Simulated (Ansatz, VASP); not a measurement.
Two plane-wave programs on NaF

File POSCAR:

```
NaF
1.0
    0.0000000000      2.5312613515      2.5312613515
    2.5312613515      0.0000000000      2.5312613515
    2.5312613515      2.5312613515      0.0000000000
Na F
1 1
Direct
    0.0000000000      0.0000000000      0.0000000000
    0.2500000000      0.2500000000      0.2500000000
```

The input INCAR.step1:

```
  PREC = Accurate
  ENCUT = 520
  ISMEAR = 0
  SIGMA = 0.01
  LREAL = False
  LASPH = True
  NELM = 100
  NBANDS = 14
  GGA = PE
  ALGO = Normal
  EDIFF = 1E-4
  LWAVE = True
  LCHARG = False
```

File INCAR.step2:

```
  PREC = Accurate
  ENCUT = 520
  EDIFF = 1E-6
  ISMEAR = 0
  SIGMA = 0.01
  LREAL = False
  LASPH = True
  NELM = 100
  ALGO = Normal
  ISIF = 2
  LWAVE = False
  LCHARG = False
  METAGGA = R2SCAN
  LMIXTAU = True
  NBANDS = 14
  ISTART = 1
```

Contents of KPOINTS:

```
regular mesh
0
Gamma
  8 8 8
```

Input for Ansatz:

```yaml
crystal:
  lattice:
    - [0.0, 2.5312613515, 2.5312613515]
    - [2.5312613515, 0.0, 2.5312613515]
    - [2.5312613515, 2.5312613515, 0.0]
  atoms:
    - { symbol: Na, position: [0.0, 0.0, 0.0] }
    - { symbol: F, position: [0.25, 0.25, 0.25] }
kpoints:
  mp_grid: { grid: [8, 8, 8] }
  band_path:
    path:
      - [0.0, 0.0, 0.0]
      - [-0.5, -0.5, 0.0]
      - [-0.375, -0.375, 0.25]
      - [-0.375, 0.0, 0.375]
      - [0.0, 0.0, 0.5]
      - [-0.5, -0.25, 0.25]
      - [-0.072917, 0.0, 0.072917]
    npoints: 1
hamiltonian:
  xc: r2scan
scf:
  occupations: { method: fixed }
  n_extra_bands: 4
output:
  forces: true
  stress: true
  eigenvalues: true
```

Alike in both runs: task single point; functional r2SCAN; k mesh 8 × 8 × 8; no spin polarisation.

|  | VASP | Ansatz |
| --- | --- | --- |
| version | VASP 6.6.1 | Ansatz 0.2.0 |
| potentials or method | VASP PAW PBE potentials, release 64 (Na_pv, F) | plane waves, PAW |
| plane-wave cutoff (eV) | 520 | 500 |
| occupations | gaussian, width 0.01 eV | fixed |
| valence electrons in the cell | 14 | 16 |

|  | VASP | Ansatz | Ansatz less VASP |
| --- | --- | --- | --- |
| gap on the k mesh at the Fermi level (eV) | 6.27 | 6.26 | -0.017 |
| pressure (GPa) | -0.3 | 0.0 | +0.35 |

VASP's potentials were made for PBE, not for r2SCAN. VASP's potentials hold 14 valence electrons a cell and Ansatz's 16, so a difference there can come from the potentials and not from the codes.
